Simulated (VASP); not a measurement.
Here is a VASP 6.6.1 calculation.

The input INCAR:

```
SYSTEM = CuI
PREC     = Accurate       ! precision mode
ENCUT    = 520            ! plane-wave cutoff, eV
EDIFF    = 1E-8           ! SCF threshold, eV
ISMEAR   = -1             ! smearing method
SIGMA    = 0.03           ! smearing width, eV
LREAL    = .False.        ! projectors in reciprocal space
LASPH    = .True.         ! aspherical terms in the spheres
NELM     = 100            ! most SCF steps
ALGO     = Normal         ! electronic algorithm
ISIF     = 2              ! what is computed and relaxed
LWAVE    = .False.        ! write WAVECAR
LCHARG   = .False.        ! write CHGCAR
GGA      = PE             ! functional
LEFG     = .True.       
NBANDS   = 16             ! bands
```

The input KPOINTS:

```
Automatic mesh
0
Gamma
  9 9 9
  0 0 0
```

Contents of POSCAR:

```
CuI
1.0
    0.0000000000      3.0622774390      2.9708700000
    3.0622774390      0.0000000000      2.9708700000
    3.0622774390      3.0622774390      0.0000000000
Cu I
1 1
Direct
    0.7500000000      0.7500000000      0.7500000000
    0.0000000000      0.0000000000      0.0000000000
```

Potentials or basis: VASP PAW PBE potentials, release 64 (Cu, I).

The run is started by

```sh
$ cat potpaw_PBE.64/Cu/POTCAR potpaw_PBE.64/I/POTCAR > POTCAR
$ mpirun -np 1 vasp_std > vasp.out
```

Problem. Predict the band gap on the k mesh.

Solution. 1.11 eV, direct.

Problem. Predict the pressure.

Solution. 0.3 GPa.

Electric field gradients, principal values (V/Å²):
```csv
atom,least,middle,greatest (by size)
1 Cu,-1.534,-1.536,3.070
2 I,9.928,9.928,-19.856
```

Caveat: without QUAD_EFG the Cq values of the log hold for a quadrupole moment of 1 mb, not for the nuclei; spin-orbit coupling is left out, which moves the levels of the heavy elements.
